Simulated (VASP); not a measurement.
A run of VASP 6.6.1 is set up as follows.

POSCAR

```
Al2Ru
1.0
    0.0000000000      4.0263163755      4.4177033670
    2.3690654965      0.0000000000      4.4177033670
    2.3690654965      4.0263163755      0.0000000000
Al Ru
4 2
Direct
    0.0790116663      0.4209883337      0.0790116663
    0.4209883337      0.0790116663      0.4209883337
    0.1709883337      0.8290116663      0.1709883337
    0.8290116663      0.1709883337      0.8290116663
    0.7500000000      0.7500000000      0.7500000000
    0.5000000000      0.5000000000      0.5000000000
```

The input INCAR.step1:

```
  PREC = Accurate
  ENCUT = 520
  ISMEAR = 0
  SIGMA = 0.01
  LREAL = F
  LASPH = T
  NELM = 60
  NBANDS = 29
  GGA = PE
  ALGO = Normal
  EDIFF = 1E-4
  LWAVE = T
  LCHARG = F
```

INCAR.step2

```
  PREC = Accurate
  ENCUT = 520
  EDIFF = 1E-6
  ISMEAR = 0
  SIGMA = 0.01
  LREAL = F
  LASPH = T
  NELM = 60
  ALGO = Normal
  ISIF = 2
  LWAVE = F
  LCHARG = F
  METAGGA = R2SCAN
  LMIXTAU = T
  NBANDS = 29
  ISTART = 1
```

KPOINTS

```
Automatic mesh
0
Gamma
  10 10 10
```

Potentials or basis: VASP PAW PBE potentials, release 64 (Al, Ru_pv).

The run is started by

```sh
$ cat potpaw_PBE.64/Al/POTCAR potpaw_PBE.64/Ru_pv/POTCAR > POTCAR
$ cp INCAR.step1 INCAR
$ mpirun -np 1 vasp_std > vasp.out
$ cp INCAR.step2 INCAR
$ mpirun -np 1 vasp_std > vasp.out
```

Q: Estimate the pressure.

A: -3.9 GPa.

Q: Predict the largest force.

A: 0.020 eV/Å.

Forces on the atoms (eV/Å):
```
Al   0.000 -0.020  0.000
Al   0.000  0.020  0.000
Al   0.000  0.020  0.000
Al   0.000 -0.020  0.000
Ru   0.000  0.000  0.000
Ru   0.000  0.000  0.000
```

Caveat: the cell stands under tension; the PAW data sets were made with another functional, which shifts forces and pressure a little.
